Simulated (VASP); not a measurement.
**TaN: electric field gradients with PBE**

The system is TaN.

```
Ta N
1.0
     5.19600    0.00000    0.00000
    -2.59800    4.49987    0.00000
     0.00000    0.00000    2.91100
Ta N
3 3
Direct
  0.33333 0.66667 0.50000
  0.66667 0.33333 0.50000
  0.00000 0.00000 0.00000
  0.39285 0.00000 0.00000
  0.60715 0.60715 0.00000
  0.00000 0.39285 0.00000
```

```
Program                : VASP 6.6.1
Task                   : electric field gradients
Functional             : PBE
Potentials or basis    : VASP PAW PBE potentials, release 64 (Ta_pv, N)
Cutoff                 : 520 eV
k mesh                 : 7 × 7 × 10
Occupations            : fermi-dirac, width 0.02 eV
Spin                   : collinear spin
Starting moments       : [2.0, 2.0, 2.0, 0.0, 0.0, 0.0] μB
Dipole correction      : no
Further INCAR settings : ALGO = Normal; EDIFF = 1e-08; NBANDS = 37
```

The pressure is 5.7 GPa and the largest force is 0.053 eV/Å. The band gap on the k mesh is zero (filled and empty bands overlap) and the net moment is 0.00 μB per cell. The largest electric field gradient by atom is Ta -200.9, +178.1 (each value once); N -14.4 V/Å² and the valence electrons inside the program's atomic spheres are Ta 8.94, 8.97 (each value once); N 3.81.

Forces on the atoms (eV/Å):
```
Ta   0.000  0.000  0.000
Ta   0.000  0.000  0.000
Ta   0.000  0.000  0.000
N    0.053  0.000  0.000
N   -0.026 -0.046  0.000
N   -0.026  0.046  0.000
```

Stress tensor (GPa, compression positive):
```
5.99 0.00 0.00
0.00 5.99 0.00
0.00 0.00 5.13
```

Levels at points of the mesh, in eV from the Fermi level:
Spin up:
| k point | band 21 | band 22 | band 23 | band 24 | band 25 | band 26 | band 27 | band 28 |
| --- | --- | --- | --- | --- | --- | --- | --- | --- |
| (0.00, 0.00, 0.00) | -4.24 | -3.31 | -1.88 | -0.89 | -0.89 | 0.62 | 0.62 | 1.86 |
| (0.00, 0.00, 0.50) | -4.31 | -2.85 | -2.85 | 1.94 | 1.94 | 2.00 | 2.24 | 2.24 |
Spin down:
```
           k point  band 20  band 21  band 22  band 23  band 24  band 25  band 26  band 27  band 28  band 29
(0.00, 0.00, 0.00)    -4.99    -4.24    -3.31    -1.88    -0.89    -0.89     0.62     0.62     1.86     1.94
(0.00, 0.00, 0.50)    -4.46    -4.31    -2.85    -2.85     1.94     1.94     2.00     2.24     2.24     3.30
```

Electric field gradients, principal values (V/Å²):
```tsv
atom	least	middle	greatest (by size)
1 Ta	100.453	100.454	-200.906
2 Ta	100.453	100.454	-200.906
3 Ta	-89.064	-89.066	178.130
4 N	4.555	9.884	-14.438
5 N	4.556	9.884	-14.439
6 N	4.555	9.884	-14.438
```

Wall time 2.6 min on 1 thread of Intel(R) Xeon(R) 6975P-C (Granite Rapids), on a shared host, peak memory 0.33 GiB.

Caveat: the cell stands under pressure; without QUAD_EFG the Cq values of the log hold for a quadrupole moment of 1 mb, not for the nuclei; spin-orbit coupling is left out, which moves the levels of the heavy elements.
